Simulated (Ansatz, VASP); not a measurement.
# Hf in VASP and in Ansatz

Contents of INCAR:

```
SYSTEM = Hf
PREC = Accurate ; ENCUT = 520
EDIFF = 1E-7 ; ISMEAR = 0
SIGMA = 0.15 ; LREAL = .False.
LASPH = .True. ; NELM = 60
ALGO = Normal ; ISIF = 2
LWAVE = .False. ; LCHARG = .False.
GGA = CA ; NBANDS = 11
```

KPOINTS

```
regular mesh
0
Gamma
  18 18 18
  0 0 0
```

The input POSCAR:

```
Hf
1.0
    0.0000000000      2.0164487264      2.5069362545
    2.0164487264      0.0000000000      2.5069362545
    2.0164487264      2.0164487264      0.0000000000
Hf
1
Direct
    0.0000000000      0.0000000000      0.0000000000
```

Input for Ansatz:

```yaml
crystal:
  lattice:
    - [0.0, 2.0164487264, 2.5069362545]
    - [2.0164487264, 0.0, 2.5069362545]
    - [2.0164487264, 2.0164487264, 0.0]
  atoms:
    - { symbol: Hf, position: [0.0, 0.0, 0.0] }
basis:
  ecutwfc: 420
kpoints:
  mp_grid: { grid: [18, 18, 18] }
hamiltonian:
  xc: lda
scf:
  occupations: { method: gaussian, width: 0.15 }
output:
  forces: true
  stress: true
  eigenvalues: true
```

Change from the starting cell: strain +e along x and -e along y +0.0000, strain +e along z and -e/2 along x and y +0.1500.

Alike in both runs: task single point; functional LDA; k mesh 18 × 18 × 18; occupations gaussian, width 0.15 eV; no spin polarisation.

|  | VASP | Ansatz |
| --- | --- | --- |
| version | VASP 6.6.1 | Ansatz 0.2.0 |
| potentials or method | VASP PAW LDA potentials, release 64 (Hf_pv), cutoff 520 eV | scalar-relativistic, plane waves, PAW |
| valence electrons in the cell | 10 | 26 |

Ansatz gave:

| Item | Value |
| --- | --- |
| gap on the k mesh at the Fermi level (eV) | none |
| pressure (GPa) | 1.2 |
| traceless stress, the component that is largest in VASP (GPa) | -6.55 |

**Question.** Which values does VASP return?

**Answer.** gap on the k mesh at the Fermi level (eV): none; pressure (GPa): 1.2; traceless stress, the component that is largest in VASP (GPa): -6.45.

LDA's correlation is that of Perdew and Zunger in VASP and of Perdew and Wang (1992) in Ansatz. A gap of «none» marks a metal or a gap that the smearing closes. VASP's potentials hold 10 valence electrons a cell and Ansatz's 26, so a difference there can come from the potentials and not from the codes.

Spin-orbit coupling is off throughout.
